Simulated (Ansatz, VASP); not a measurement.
**One calculation of Si2Ni, two programs**

```xyz
3
Lattice="0.0000 2.7030 2.7030 2.7030 0.0000 2.7030 2.7030 2.7030 0.0000" Properties=species:S:1:pos:R:3 pbc="T T T"
Ni    0.0000    0.0000    0.0000
Si    4.0545    4.0545    4.0545
Si    1.3515    1.3515    1.3515
```

Alike in both runs: task single point; functional PBE; k mesh 9 × 9 × 9; occupations gaussian, width 0.027 eV; collinear spin.

|  | VASP | Ansatz |
| --- | --- | --- |
| version | VASP 6.6.1 | Ansatz 0.2.0 |
| potentials or method | VASP PAW PBE potentials, release 64 (Ni, Si) | Ansatz PAW |
| plane-wave cutoff (eV) | 520 | 420 |
| valence electrons in the cell | 18 | 26 |

```tsv
	VASP	Ansatz	Ansatz less VASP
gap on the k mesh at the Fermi level (eV)	none	none	-
pressure (GPa)	3.9	4.0	+0.12
net moment per atom (μB)	0.00	0.00	0.000
```

A gap of «none» marks a metal or a gap that the smearing closes. VASP's potentials hold 18 valence electrons a cell and Ansatz's 26, so a difference there can come from the potentials and not from the codes.
